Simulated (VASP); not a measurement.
Write the native input for VASP 6.6.1 that does the following.

| Quantity | Value |
| --- | --- |
| Task | relaxation of the atoms |
| Functional | PBE |
| Dispersion | D3(BJ) |
| Potentials or basis | VASP PAW PBE potentials, release 64 (Se, Zr_sv) |
| Cutoff | 450 eV |
| k mesh | 9 × 9 × 1 |
| Occupations | gaussian, width 0.05 eV |
| Spin | no spin polarisation |
| Dipole correction | yes |
| Further INCAR settings | ALGO = Normal; EDIFF = 1e-07; NELMDL = -8; IBRION = 2; EDIFFG = -0.04; NSW = 60 |

The structure of ZrSe2 lies in POSCAR:

```
ZrSe2
1.0
    3.7979980600      0.0000000000      0.0000000000
   -1.8989990300      3.2891628000      0.0000000000
    0.0000000000      0.0000000000     27.2880001872
Se Zr
4 2
Direct
    0.6666666700      0.3333333300      0.3298153012
    0.3333333300      0.6666666700      0.4432717704
    0.6666666700      0.3333333300      0.5567282296
    0.3333333300      0.6666666700      0.6701846988
    0.0000000000      0.0000000000      0.3865435408
    0.0000000000      0.0000000000      0.6134564592
```

These files were run (other wordings do the same):

INCAR

```
SYSTEM = ZrSe2
PREC = Accurate ; ENCUT = 450
EDIFF = 1E-7 ; ISMEAR = 0
SIGMA = 0.05 ; LREAL = .False.
LASPH = .True. ; NELM = 120
ALGO = Normal ; ISIF = 2
LWAVE = .False. ; LCHARG = .False.
LDIPOL = .True. ; IDIPOL = 3
DIPOL = 0.5 0.5 0.500 ; GGA = PE
IVDW = 12 ; IBRION = 2
NSW = 60 ; EDIFFG = -0.04
GGA_COMPAT = .False. ; NELMIN = 4
NELMDL = -8
```

KPOINTS

```
Automatic mesh
0
Gamma
  9 9 1
  0 0 0
```

Potentials or basis: VASP PAW PBE potentials, release 64 (Se, Zr_sv).

Launch:

```bash
$ cat potpaw_PBE.64/Se/POTCAR potpaw_PBE.64/Zr_sv/POTCAR > POTCAR
$ mpirun -np 1 vasp_std > vasp.out
```

Results of the run:

```yaml
Energy_gained_by_relaxing: 3.0 meV/atom
Ionic_steps: 4
Largest_force_after_relaxing: 0.035 eV/Å
Band_gap_on_the_k_mesh: 0.46 eV (least direct gap 1.10 eV)
Dispersion_energy_per_atom: -0.322 eV
```

Caveat: semilocal functionals underestimate gaps, and a narrow one can read as zero.

It took 12 min on 1 thread of Oxide Virtual Turin-like Processor, on a shared host, peak memory 0.4 GiB.
